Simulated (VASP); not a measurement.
Here is a VASP 6.6.1 calculation.

File INCAR:

```
PREC = Accurate
ENCUT = 500
EDIFF = 1E-6
ISMEAR = 0
SIGMA = 0.01
LREAL = F
LASPH = T
NELM = 120
ALGO = Normal
ISIF = 2
LWAVE = F
LCHARG = F
GGA = CA
NBANDS = 17
GGA_COMPAT = F
```

File KPOINTS:

```
regular mesh
0
Gamma
  10 10 10
```

Contents of POSCAR:

```
SnTe
1.0
    3.1493255154      3.1493255154      0.0000000000
   -3.1493255154      3.1493255154      0.0000000000
    0.0000000000      3.1493255154      3.1162704510
Sn Te
1 1
Direct
    0.0000000000      0.0000000000      0.0000000000
    0.5000000000      0.5000000000      0.0000000000
```

Potentials or basis: VASP PAW LDA potentials, release 64 (Sn_d, Te).

Launch:

```bash
$ cat potpaw_LDA.64/Sn_d/POTCAR potpaw_LDA.64/Te/POTCAR > POTCAR
$ mpirun -np 1 vasp_std > vasp.out
```

Problem. Estimate the pressure.

Solution. -0.9 GPa.

Problem. Predict the band gap on the k mesh.

Solution. 0.16 eV, direct.

Stress tensor (GPa, compression positive):
```
-1.38  0.00  0.00
 0.00 -1.38  0.00
 0.00  0.00  0.04
```

Caveat: the cell differs from its parent crystal (film at in-plane strain +0.01); spin-orbit coupling is left out, which moves the levels of the heavy elements. A k mesh can miss the band edges.
